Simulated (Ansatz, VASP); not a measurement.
## Zr4GePd: VASP beside Ansatz

```
Zr Ge Pd
1.0
     4.64031    0.00000    0.00000
     0.00000    4.64031    0.00000
     0.00000    0.00000    5.31768
Zr Ge Pd
4 1 1
Direct
  0.26471 0.26471 0.50000
  0.73529 0.73529 0.50000
  0.73529 0.26471 0.50000
  0.26471 0.73529 0.50000
  0.00000 0.00000 0.50000
  0.00000 0.00000 0.00000
```

Alike in both runs: task single point; functional PBE; k mesh 4 × 4 × 4; occupations gaussian, width 0.1 eV; no spin polarisation.

```csv
,VASP,Ansatz
version,VASP 6.6.1,Ansatz 0.2.0
potentials or method,"VASP PAW PBE potentials, release 64 (Zr_sv, Ge_d, Pd), cutoff 520 eV","scalar-relativistic, plane waves, PAW"
valence electrons in the cell,72,80
```

Ansatz gave:

```
gap on the k mesh at the Fermi level (eV) : none
rms of the force components (eV/Å)        : 14.468
```

Question: Estimate VASP's values.

Answer: gap on the k mesh at the Fermi level (eV): none; rms of the force components (eV/Å): 14.053.

Atom by atom the forces differ by 0.415 eV/Å (rms over components). A gap of «none» marks a metal or a gap that the smearing closes. VASP's potentials hold 72 valence electrons a cell and Ansatz's 80, so a difference there can come from the potentials and not from the codes.
